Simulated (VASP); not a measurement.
A run of VASP 6.6.1 is set up as follows.

The input INCAR:

```
SYSTEM = BaTiO3
PREC = Accurate
ENCUT = 1340
EDIFF = 1E-6
ISMEAR = -1
SIGMA = 0.02
LREAL = .FALSE.
LASPH = .TRUE.
NELM = 120
ALGO = Normal
ISIF = 2
LWAVE = .FALSE.
LCHARG = .TRUE.
GGA = PE
LELF = .TRUE.
LVHAR = .TRUE.
NBANDS = 28
GGA_COMPAT = .FALSE.
```

Contents of KPOINTS:

```
Automatic mesh
0
G
  6 6 6
  0 0 0
```

File POSCAR:

```
BaTiO3
1.0
    3.9940965264      0.0000000000      0.0000000000
    0.0000000000      3.9940965264      0.0000000000
    0.0000000000      0.0000000000      3.9940965264
Ba Ti O
1 1 3
Direct
    0.0000000000      0.0000000000      0.0000000000
    0.5000000000      0.5000000000      0.5000000000
    0.5000000000      0.5000000000      0.0000000000
    0.5000000000      0.0000000000      0.5000000000
    0.0000000000      0.5000000000      0.5000000000
```

Potentials or basis: VASP PAW PBE potentials, release 64 (Ba_sv, Ti_sv, O_h).

Run with:

```console
$ cat potpaw_PBE.64/Ba_sv/POTCAR potpaw_PBE.64/Ti_sv/POTCAR potpaw_PBE.64/O_h/POTCAR > POTCAR
$ mpirun -np 1 vasp_std > vasp.out
```

Problem. What does it give for the pressure?

Solution. 4.6 GPa.

Problem. Estimate the band gap on the k mesh.

Solution. 1.76 eV (least direct gap 1.90 eV).

Caveat: the cell stands under pressure; spin-orbit coupling is left out, which moves the levels of the heavy elements. A k mesh can miss the band edges.
